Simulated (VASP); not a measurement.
Crystal: BeCr3.

```
Cr Be
1.0
     3.51121    0.00000    0.00000
     0.00000    3.51121    0.00000
     0.00000    0.00000    3.51121
Cr Be
3 1
Direct
  0.50000 0.50000 0.00000
  0.50000 0.00000 0.50000
  0.00000 0.50000 0.50000
  0.00000 0.00000 0.00000
```

Base run:

* Program: VASP 6.6.1
* Functional: PBE
* Potentials or basis: VASP PAW PBE potentials, release 64 (Cr_sv, Be)
* Cutoff: 600 eV
* k mesh: 6 × 6 × 6
* Occupations: fermi-dirac, width 0.05 eV
* Spin: collinear spin, ferromagnetic start
* Starting moments: [2.26667, 2.26667, 2.26667, 0.0] μB
* Fixed moment: 6.8 μB

Its results: pressure 22.9 GPa; site moments Cr +1.93; Be -0.06 μB.

Q: After a change of settings the same cell gave: pressure 0.7 GPa; site moments Cr +0.62; Be -0.00 μB. Which change was it?
A. fixed moment from 6.8 μB to 4.5 μB; moments at the start from [2.27, 2.27, 2.27, 0.0] to [1.5, 1.5, 1.5, 0.0]
B. fixed moment from 6.8 μB to 13.5 μB; moments at the start from [2.27, 2.27, 2.27, 0.0] to [4.5, 4.5, 4.5, 0.0]
C. fixed moment from 6.8 μB to 11.2 μB; moments at the start from [2.27, 2.27, 2.27, 0.0] to [3.73, 3.73, 3.73, 0.0]
D. fixed moment from 6.8 μB to 2.2 μB; moments at the start from [2.27, 2.27, 2.27, 0.0] to [0.73, 0.73, 0.73, 0.0]

A: D.

Caveats: the total moment is fixed, so each spin has its own Fermi level; the cell stands under pressure (at least some runs).
